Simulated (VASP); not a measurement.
Wanted: the native input for a VASP 6.6.1 run.

```
Task                   : single point
Functional             : r2SCAN
Potentials or basis    : VASP PAW PBE potentials, release 64 (Gd, N)
Cutoff                 : 520 eV
k mesh                 : 7 × 7 × 6
Occupations            : gaussian, width 0.05 eV
Spin                   : collinear spin, ferromagnetic start
Starting moments       : [7.0, 0.0] μB
Hubbard terms          : Gd f U = 3.0 eV
Dipole correction      : no
Further INCAR settings : ALGO = Normal; EDIFF = 1e-07; NBANDS = 22
```

GdN:

```
CELL_PARAMETERS angstrom
3.32636 0.00000 0.00000
-1.66318 2.88071 0.00000
0.00000 0.00000 3.24636
ATOMIC_POSITIONS crystal
Gd 0.00000 0.00000 0.00000
N 0.66667 0.33333 0.50000
```

These files were run (other wordings do the same):

POSCAR

```
GdN
1.0
    3.3263568600      0.0000000000      0.0000000000
   -1.6631784300      2.8807095500      0.0000000000
    0.0000000000      0.0000000000      3.2463595000
Gd N
1 1
Direct
    0.0000000000      0.0000000000      0.0000000000
    0.6666666667      0.3333333333      0.5000000000
```

INCAR.step1

```
PREC = Accurate ; ENCUT = 520
ISMEAR = 0 ; SIGMA = 0.05
LREAL = F ; LASPH = T
NELM = 150 ; ISPIN = 2
MAGMOM = 7 0 ; LMAXMIX = 6
LDAU = T ; LDAUTYPE = 2
LDAUL = 3 -1 ; LDAUU = 3 0
LDAUJ = 0 0 ; NBANDS = 22
GGA = PE ; ALGO = Normal
EDIFF = 1E-4 ; LWAVE = T
LCHARG = F
```

INCAR.step2

```
PREC = Accurate ; ENCUT = 520
EDIFF = 1E-7 ; ISMEAR = 0
SIGMA = 0.05 ; LREAL = F
LASPH = T ; NELM = 150
ALGO = Normal ; ISIF = 2
LWAVE = F ; LCHARG = F
ISPIN = 2 ; MAGMOM = 7 0
LORBIT = 11 ; LMAXMIX = 6
LDAU = T ; LDAUTYPE = 2
LDAUL = 3 -1 ; LDAUU = 3 0
LDAUJ = 0 0 ; LDAUPRINT = 1
METAGGA = R2SCAN ; LMIXTAU = T
NBANDS = 22 ; ISTART = 1
```

KPOINTS

```
regular mesh
0
Gamma
  7 7 6
```

Potentials or basis: VASP PAW PBE potentials, release 64 (Gd, N).

The run is started by

```console
$ cat potpaw_PBE.64/Gd/POTCAR potpaw_PBE.64/N/POTCAR > POTCAR
$ cp INCAR.step1 INCAR
$ mpirun -np 1 vasp_std > vasp.out
$ cp INCAR.step2 INCAR
$ mpirun -np 1 vasp_std > vasp.out
```

It gave:

```yaml
Pressure: -2.8 GPa
Band_gap_on_the_k_mesh: 0.24 eV (least direct gap 0.38 eV)
Net_moment: 7.00 μB per cell
Site_moments: Gd +6.82; N -0.11 μB
Valence_electrons_inside_the_program's_atomic_spheres: Gd 15.24; N 3.66
```

Caveat: the PAW data sets were made with another functional, which shifts forces and pressure a little; spin-orbit coupling is left out, which moves the levels of the heavy elements; an odd mesh through Γ misses points on the zone boundary, where band edges can lie; a cell with one magnetic atom can't hold antiferromagnetic order, which such compounds often take.

It took 7 min on 1 thread of Intel Xeon 8259CL, on a shared host, peak memory 0.21 GiB.
